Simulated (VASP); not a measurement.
# Li (Fm-3m) in VASP: single point with PBE

Aim: the single point of Li with PBE.

Program: VASP 6.6.1. These are calculated values, not measurements. Logs are shortened: lines on timing, memory, paths and dates and some standing lists are left out, and cuts for length are marked.

## Step 1: The cell of the first run

It takes space group Fm-3m (No. 225, cubic). The conventional cell has a = 4.323 Å, b = 4.323 Å, c = 4.323 Å, α = 90.00°, β = 90.00°, γ = 90.00°. Li (site symmetry m-3m) has 12 Li at 3.06 Å within 4.0 Å.

This isn't the form of Li at room conditions, which is bcc.

## Step 2: Single point, PBE, non-collinear spin, zero start, spin-orbit coupling

POSCAR

```
Li
1.0
    0.0000000000      2.1614736110      2.1614736110
    2.1614736110      0.0000000000      2.1614736110
    2.1614736110      2.1614736110      0.0000000000
Li
1
Direct
    0.0000000000      0.0000000000      0.0000000000
```

INCAR.step1

```
ALGO = Fast ; EDIFF = 1E-6
ENCUT = 520 ; GGA = PE
GGA_COMPAT = False ; ISIF = 2
ISMEAR = 0 ; LASPH = True
LCHARG = True ; LORBMOM = True
LREAL = False ; LSORBIT = True
LWAVE = False ; MAGMOM = 0 0 0
NBANDS = 14 ; NELM = 150
PREC = Accurate ; SIGMA = 0.05
```

KPOINTS.step1

```
k-points
0
Gamma
  16 16 16
```

INCAR.step2

```
ALGO = Fast ; EDIFF = 1E-6
ENCUT = 520 ; GGA = PE
GGA_COMPAT = False ; ICHARG = 11
ISIF = 2 ; ISMEAR = -5
LASPH = True ; LCHARG = False
LORBIT = 10 ; LORBMOM = True
LREAL = False ; LSORBIT = True
LWAVE = False ; MAGMOM = 0 0 0
NBANDS = 14 ; NEDOS = 1001
NELM = 150 ; PREC = Accurate
SIGMA = 0.05
```

KPOINTS.step2

```
k-points
0
Gamma
  24 24 24
```

Potentials or basis: VASP PAW PBE potentials, release 64 (Li_sv).

On the command line:

```sh
> cat potpaw_PBE.64/Li_sv/POTCAR > POTCAR
> cp INCAR.step1 INCAR
> cp KPOINTS.step1 KPOINTS
> mpirun -np 1 vasp_ncl > vasp.out
> cp INCAR.step2 INCAR
> cp KPOINTS.step2 KPOINTS
> mpirun -np 1 vasp_ncl > vasp.out
```

OUTCAR:

```text
EDIFF = 1E-6
   ENCUT = 520
   GGA = PE
   ICHARG = 11
   ISIF = 2
   ISMEAR = -5
   LASPH = True
   LORBIT = 10
   LREAL = False
   LSORBIT = True
   NELM = 150
   PREC = Accurate

 ion  position               nearest neighbor table
   1  0.000  0.000  0.000-

  LATTYP: Found a face centered cubic cell.
 ALAT       =     4.3229472220

  Lattice vectors:

 A1 = (   0.0000000000,   2.1614736110,   2.1614736110)
 A2 = (   2.1614736110,   0.0000000000,   2.1614736110)
 A3 = (   2.1614736110,   2.1614736110,   0.0000000000)

Analysis of symmetry for initial positions (statically):
=====================================================================
 Subroutine PRICEL returns:
 Original cell was already a primitive cell.

 Routine SETGRP: Setting up the symmetry group for a
 face centered cubic supercell.

 Subroutine GETGRP returns: Found 48 space group operations
 (whereof 48 operations were pure point group operations)
 out of a pool of 48 trial point group operations.

The static configuration has the point symmetry O_h .

Analysis of symmetry for dynamics (positions and initial velocities):
=====================================================================
 Subroutine PRICEL returns:
 Original cell was already a primitive cell.

 Routine SETGRP: Setting up the symmetry group for a
 face centered cubic supercell.

 Subroutine GETGRP returns: Found 48 space group operations
 (whereof 48 operations were pure point group operations)
 out of a pool of 48 trial point group operations.

The dynamic configuration has the point symmetry O_h .

Analysis of structural, dynamic, and magnetic symmetry:
=====================================================================
 Subroutine PRICEL returns:
 Original cell was already a primitive cell.

 Routine SETGRP: Setting up the symmetry group for a
 face centered cubic supercell.

 Subroutine GETGRP returns: Found 48 space group operations
 (whereof 48 operations were pure point group operations)
 out of a pool of 48 trial point group operations.

The overall configuration has the point symmetry O_h .

 Subroutine INISYM returns: Found 48 space group operations
 (whereof 48 operations are pure point group operations),
 and found     1 'primitive' translations

----------------------------------------------------------------------------------------

                                     Primitive cell

  volume of cell :      20.1967

  direct lattice vectors                    reciprocal lattice vectors
     0.000000000  2.161473611  2.161473611    -0.231323666  0.231323666  0.231323666
     2.161473611  0.000000000  2.161473611     0.231323666 -0.231323666  0.231323666
     2.161473611  2.161473611  0.000000000     0.231323666  0.231323666 -0.231323666

  length of vectors
     3.056785295  3.056785295  3.056785295     0.400664343  0.400664343  0.400664343

  position of ions in fractional coordinates (direct lattice)
     0.000000000  0.000000000  0.000000000

  ion indices of the primitive-cell ions
   primitive index   ion index
                 1           1

----------------------------------------------------------------------------------------

 KPOINTS: k-points

Automatic generation of k-mesh.
 Grid dimensions read from file:
 generate k-points for:   24   24   24

 Generating k-lattice:

  Cartesian coordinates                     Fractional coordinates (reciprocal lattice)
    -0.009638486  0.009638486  0.009638486     0.041666667  0.000000000  0.000000000
     0.009638486 -0.009638486  0.009638486     0.000000000  0.041666667  0.000000000
     0.009638486  0.009638486 -0.009638486     0.000000000  0.000000000  0.041666667

  Length of vectors
     0.016694348  0.016694348  0.016694348

  Shift w.r.t. Gamma in fractional coordinates (k-lattice)
     0.000000000  0.000000000  0.000000000

 TETIRR: Found   1864 inequivalent tetrahedra from    82944

 Subroutine IBZKPT returns following result:
 ===========================================

 Found    413 irreducible k-points:

 Following reciprocal coordinates:
            Coordinates               Weight
  0.000000  0.000000  0.000000      1.000000
  0.041667  0.000000  0.000000      8.000000
  0.083333  0.000000  0.000000      8.000000
  0.125000  0.000000  0.000000      8.000000
  0.166667  0.000000  0.000000      8.000000
  0.208333  0.000000  0.000000      8.000000
[... 16 lines left out ...]
  0.416667  0.041667  0.000000     24.000000
  0.458333  0.041667  0.000000     24.000000
 [... further k-points ...]
   k-points           NKPTS =    413   k-points in BZ     NKDIM =    413   number of bands    NBANDS=     14
   number of dos      NEDOS =   1001   number of ions     NIONS =      1
   total plane-waves  NPLWV =  13824
   dimension x,y,z NGX =    24 NGY =   24 NGZ =   24
   dimension x,y,z NGXF=    48 NGYF=   48 NGZF=   48
   ions per type =               1
   NGX,Y,Z   is equivalent  to a cutoff of  13.05, 13.05, 13.05 a.u.
   NGXF,Y,Z  is equivalent  to a cutoff of  26.11, 26.11, 26.11 a.u.
 SYSTEM =  unknown system
   PREC   = accura    normal or accurate (medium, high low for compatibility)
   ISTART =      0    job   : 0-new  1-cont  2-samecut
   ICHARG =     11    charge: 1-file 2-atom 10-const
   ISPIN  =      1    spin polarized calculation?
   LNONCOLLINEAR =      T non collinear calculations
   LSORBIT =      T    spin-orbit coupling
   LASPH  =      T    aspherical Exc in radial PAW
   ENCUT  =  520.0 eV  38.22 Ry    6.18 a.u.   5.68  5.68  5.68*2*pi/ulx,y,z
   NELM   =    150;   NELMIN=  2; NELMDL=  0     # of ELM steps
   EDIFF  = 0.1E-05   stopping-criterion for ELM
   LREAL  =      F    real-space projection
   EDIFFG = 0.1E-04   stopping-criterion for IOM
   NSW    =      0    number of steps for IOM
   IBRION =     -1    ionic relax: 0-MD 1-quasi-New 2-CG
   NFREE  =      0    steps in history (QN), initial steepest desc. (CG)
   ISIF   =      2    stress and relaxation
   ISYM   =      2    0-nonsym 1-usesym 2-fastsym
   POTIM  = 0.5000    time-step for ionic-motion
   TEBEG  =    0.0;   TEEND  =   0.0 temperature during run
   PSTRESS=    0.0 pullay stress
   NELECT =       3.0000    total number of electrons
   NUPDOWN=      -1.0000    fix difference up-down
   EMIN   =  10.00;   EMAX   =-10.00  energy-range for DOS
   EFERMI =   0.00;   METHOD = LEGACY
   ISMEAR =    -5;   SIGMA  =   0.05  broadening in eV -4-tet -1-fermi 0-gaus
   EFERMI_NEDOS =   21; number of points for ismear=-14 and -15
   IALGO  =     68    algorithm
   IMIX   =      4    mixing-type and parameters
     AMIX     =   0.40;   BMIX     =  1.00
     AMIX_MAG =   1.60;   BMIX_MAG =  1.00
  volume/ion in A,a.u.               =      20.20       136.29
  Fermi-wavevector in a.u.,A,eV,Ry     =   0.867006  1.638403 10.227485  0.751699
  Thomas-Fermi vector in A             =   1.985477
   LORBIT       =     10    0 simple, 1 ext, 2 COOP (PROOUT), +10 PAW based schemes
   GGA     = PE    functional components
   LHFCALC =     F    Hartree Fock is set to
   AEXX    =    0.0000 exact exchange contribution
   IVDW    =     0    specifies the selected vdW correction
   LEPSILON=     F    determine dielectric tensor
   LRPA    =     F    only Hartree local field effects (RPA)
 RMM-DIIS sequential band-by-band and
 Fermi weights with tetrahedron method with Bloechl corrections
  energy-cutoff  :      520.00
  volume of cell :       20.20
 maximum number of plane-waves:      1120

 number of electron       2.9999995 magnetization      -0.0000000     -0.0000000      0.0000000

 Free energy of the ion-electron system (eV)
  ---------------------------------------------------
  ext. energy  EPLUGINS =         0.00000000
  ---------------------------------------------------
  free energy    TOTEN  =        -1.90623177 eV

  energy without entropy =       -1.90623177  energy(sigma->0) =       -1.90623177

 E-fermi :   0.6352     XC(G=0):  -7.0531

 val. band max:        0.6313345211   @ k =   0.5000   0.0417   0.0000
 cond. band min:       0.6390341599   @ k =  -0.2917   0.2500   0.0417
 fundamental gap:      0.0076996388
 Fermi energy:         0.6351611556

 k-point     1 :       0.0000    0.0000    0.0000
  band No.  band energies     occupation
      1     -45.8874      1.00000
      2     -45.8874      1.00000
      3      -2.9302      1.00000
      4      -2.9302      1.00000
      5      15.0214      0.00000
      6      15.0214      0.00000
      7      15.0231      0.00000
      8      15.0231      0.00000
      9      15.0231      0.00000
     10      15.0231      0.00000
     11      18.9119      0.00000
     12      18.9119      0.00000
     13      18.9119      0.00000
     14      18.9119      0.00000

 k-point     2 :       0.0417    0.0000    0.0000
  band No.  band energies     occupation
      1     -45.8871      1.00000
      2     -45.8871      1.00000
      3      -2.8990      1.00000
      4      -2.8990      1.00000
      5      14.6593      0.00000
      6      14.6593      0.00000
      7      14.9460      0.00000
      8      14.9461      0.00000
      9      14.9472      0.00000
     10      14.9472      0.00000
     11      18.4259      0.00000
     12      18.4262      0.00000
     13      19.0445      0.00000
     14      19.0445      0.00000
[... 343 lines left out ...]
      1     -45.8707      1.00000
      2     -45.8707      1.00000
      3      -0.1171      1.00000
      4      -0.1171      1.00000
      5       4.7573      0.00000
      6       4.7573      0.00000
      7      12.9445      0.00000
      8      12.9445      0.00000
      9      13.4680      0.00000
     10      13.4680      0.00000
     11      16.5211      0.00000
     12      16.5211      0.00000
     13      18.0944      0.00000
     14      18.0944      0.00000

 k-point    24 :       0.4583    0.0417    0.0000
  band No.  band energies     occupation
      1     -45.8697      1.00000
      2     -45.8697      1.00000
      3       0.3446      1.01712
      4       0.3446      1.01712
      5       4.0237      0.00000
      6       4.0237      0.00000
      7      13.0026      0.00000
      8      13.0026      0.00000
      9      13.2968      0.00000
     10      13.2968      0.00000
     11      16.4068      0.00000
     12      16.4068      0.00000
     13      17.7554      0.00000
     14      17.7554      0.00000

 [... further k-points ...]

------------------------ aborting loop because EDIFF is reached ----------------------------------------

  FORCE on cell =-STRESS in cart. coord.  units (eV):
  Direction    XX          YY          ZZ          XY          YZ          ZX
  --------------------------------------------------------------------------------------
  -------------------------------------------------------------------------------------
  Total       -0.0084954     -0.0084954     -0.0084954     -0.0000000     -0.0000000     -0.0000000
  in kB       -0.6739294     -0.6739294     -0.6739294     -0.0000000     -0.0000000     -0.0000000
  external PRESSURE =      -0.6739294 kB  Pullay stress =       0.0000000 kB

 VOLUME and BASIS-vectors are now :
 -----------------------------------------------------------------------------
  energy-cutoff  :      520.00
  volume of cell :       20.20
      direct lattice vectors                 reciprocal lattice vectors
     0.000000000  2.161473611  2.161473611    -0.231323666  0.231323666  0.231323666
     2.161473611  0.000000000  2.161473611     0.231323666 -0.231323666  0.231323666
     2.161473611  2.161473611  0.000000000     0.231323666  0.231323666 -0.231323666

 POSITION                                       TOTAL-FORCE (eV/Angst)
 -----------------------------------------------------------------------------------
      0.00000      0.00000      0.00000         0.000000      0.000000      0.000000
 -----------------------------------------------------------------------------------
    total drift:                               -0.000000      0.000000     -0.000000

  FREE ENERGIE OF THE ION-ELECTRON SYSTEM (eV)
  ---------------------------------------------------
  free  energy   TOTEN  =        -1.9062317728 eV

  energy  without entropy=       -1.9062317728  energy(sigma->0) =       -1.90623177

 orbital moment (x)

 # of ion     p       tot
 --------------------------------
  1         0.000   0.000
 --------------------------------
            0.000   0.000

 orbital moment (y)

 # of ion     p       tot
 --------------------------------
  1         0.000   0.000
 --------------------------------
            0.000   0.000

 orbital moment (z)

 # of ion     p       tot
 --------------------------------
  1         0.000   0.000
 --------------------------------
            0.000   0.000

 Spin-Orbit-Coupling matrix elements

 Ion:    1  E_soc:     -0.0000000
 l=   1
     0.0000000    -0.0000000    -0.0000000
    -0.0000000     0.0000000    -0.0000000
    -0.0000000    -0.0000000     0.0000000
 l=   2
     0.0000000     0.0000000     0.0000000     0.0000000     0.0000000
     0.0000000     0.0000000     0.0000000     0.0000000     0.0000000
     0.0000000     0.0000000     0.0000000     0.0000000     0.0000000
     0.0000000     0.0000000     0.0000000     0.0000000     0.0000000
     0.0000000     0.0000000     0.0000000     0.0000000     0.0000000
 l=   3
     0.0000000     0.0000000     0.0000000     0.0000000     0.0000000     0.0000000     0.0000000
     0.0000000     0.0000000     0.0000000     0.0000000     0.0000000     0.0000000     0.0000000
     0.0000000     0.0000000     0.0000000     0.0000000     0.0000000     0.0000000     0.0000000
     0.0000000     0.0000000     0.0000000     0.0000000     0.0000000     0.0000000     0.0000000
     0.0000000     0.0000000     0.0000000     0.0000000     0.0000000     0.0000000     0.0000000
     0.0000000     0.0000000     0.0000000     0.0000000     0.0000000     0.0000000     0.0000000
     0.0000000     0.0000000     0.0000000     0.0000000     0.0000000     0.0000000     0.0000000

 total charge

# of ion       s       p       d       tot
------------------------------------------
    1        2.033   0.041   0.000   2.074

 magnetization (x)

# of ion       s       p       d       tot
------------------------------------------
    1        0.000  -0.000   0.000  -0.000

 magnetization (y)

# of ion       s       p       d       tot
------------------------------------------
    1        0.000   0.000   0.000   0.000

 magnetization (z)

# of ion       s       p       d       tot
------------------------------------------
    1        0.000   0.000   0.000   0.000
```

Run time: 4.9 min. Hardware: 1 thread of Intel Xeon Platinum 8259CL at 2.50GHz (Skylake/Cascade Lake), shared host; peak memory 0.28 GiB.

What came out:

| Property | Result |
| --- | --- |
| Net moment | 0.00 μB per cell |
| Valence electrons inside the program's atomic spheres | Li 2.07 |

Moments on the atoms (μB; x, y, z):
```
Li  0.00 0.00 0.00
```

Caveat: the cutoff is under 1.25 times the usual one of these potentials, so pressure, stress and relaxed cells hold a basis-set (Pulay) error.
